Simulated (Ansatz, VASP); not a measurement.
CoO in VASP and in Ansatz

The input INCAR:

```
PREC = Accurate ; ENCUT = 600
EDIFF = 1E-6 ; ISMEAR = 0
SIGMA = 0.1 ; LREAL = F
LASPH = T ; NELM = 150
ALGO = Normal ; ISIF = 3
LWAVE = F ; LCHARG = F
ISPIN = 2 ; MAGMOM = 3 0
LORBIT = 11 ; LMAXMIX = 4
GGA = PS ; IBRION = 2
NSW = 80 ; EDIFFG = -0.01
```

File KPOINTS:

```
regular mesh
0
Gamma
  16 16 16
```

POSCAR

```
CoO
1.0
    2.5724608895      0.0000000000      0.0000000000
    0.0000000000      2.5724608895      0.0000000000
    0.0000000000      0.0000000000      2.5724608895
Co O
1 1
Direct
    0.0000000000      0.0000000000      0.0000000000
    0.5000000000      0.5000000000      0.5000000000
```

Input for Ansatz:

```yaml
crystal:
  lattice:
    - [2.5724608895, 0.0, 0.0]
    - [0.0, 2.5724608895, 0.0]
    - [0.0, 0.0, 2.5724608895]
  atoms:
    - { symbol: Co, position: [0.0, 0.0, 0.0], spin: 3.0 }
    - { symbol: O, position: [0.5, 0.5, 0.5] }
basis:
  ecutwfc: 420
kpoints:
  mp_grid: { grid: [16, 16, 16] }
hamiltonian:
  xc: pbesol
scf:
  occupations: { method: gaussian, width: 0.1 }
  lower_state_search: "off"
output:
  forces: true
  stress: true
  eigenvalues: true
  populations: true
magnetization:
  spin_polarized: true
relax:
  adjacent_minimum: "off"
  f_tol: 0.01
  max_steps: 60
  cell: { stress_tol: 0.05 }
```

Alike in both runs: task relaxation of cell and atoms; functional PBEsol; k mesh 16 × 16 × 16; occupations gaussian, width 0.1 eV; collinear spin.

|  | VASP | Ansatz |
| --- | --- | --- |
| version | VASP 6.6.1 | Ansatz 0.2.0 |
| potentials or method | VASP PAW PBE potentials, release 64 (Co, O), cutoff 600 eV | scalar-relativistic, plane waves, PAW |
| valence electrons in the cell | 15 | 23 |

```tsv
	VASP	Ansatz	Ansatz less VASP
gap on the k mesh at the Fermi level, each at its own relaxed structure (eV)	none	none	-
net moment per atom (μB)	1.50	1.50	0.000
size of the moment on the site where the two differ most (μB)	0.46	0.49	+0.025
relaxed volume (Å³/atom)	8.49	8.51	+0.023
relaxed cell length with the largest relative difference (Å)	2.570	2.572	+0.0023
```

VASP's potentials were made for PBE, not for PBEsol. Site moments also hang on the region over which each program counts them. A gap of «none» marks a metal or a gap that the smearing closes. VASP's potentials hold 15 valence electrons a cell and Ansatz's 23, so a difference there can come from the potentials and not from the codes.
